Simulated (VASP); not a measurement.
Runs of VASP 6.6.1 on PbO2. The structure is that of space group Fm-3m (No. 225), or close to it. The cells are those of the table. 

```tsv
level	U	cell	gap on the mesh (eV)	pressure (GPa)
PBE+U	O p U = 8.4 eV	a = 3.821 Å, angles 60.0°, 3 atoms	none	(a)
RPBE+U	O p U = 8.8 eV	a = 3.703 Å, angles 60.0°, 3 atoms	none	24.2
PBE+U	O p U = 5.5 eV	a = 4.213 Å, angles 60.0°, 3 atoms	none	-17.2
PBE+U	O p U = 6.2 eV	a = 3.821 Å, angles 60.0°, 3 atoms	none	2.2
```

Alike in all rows: task single point; potentials or basis VASP PAW PBE potentials, release 64 (Pb_d, O_h); no spin polarisation; k mesh 6 × 6 × 6; cutoff (eV) 1340; smearing gaussian 0.1 eV.

Question: Estimate the missing entries.

Answer: (a) 3.0.

Caveats: spin-orbit coupling is left out, which moves the levels of the heavy elements; U without spin polarisation on a metal has little footing; the cell stands under pressure (at least some runs); the PAW data sets were made with another functional, which shifts forces and pressure a little (at least some runs); the cell stands under tension (at least some runs); semilocal functionals underestimate gaps, and a narrow one can read as zero (at least some runs).

A k mesh can miss the band edges, and the runs leave out spin-orbit coupling on Pb.

A gap of «none» marks levels without a gap at the run's occupations.
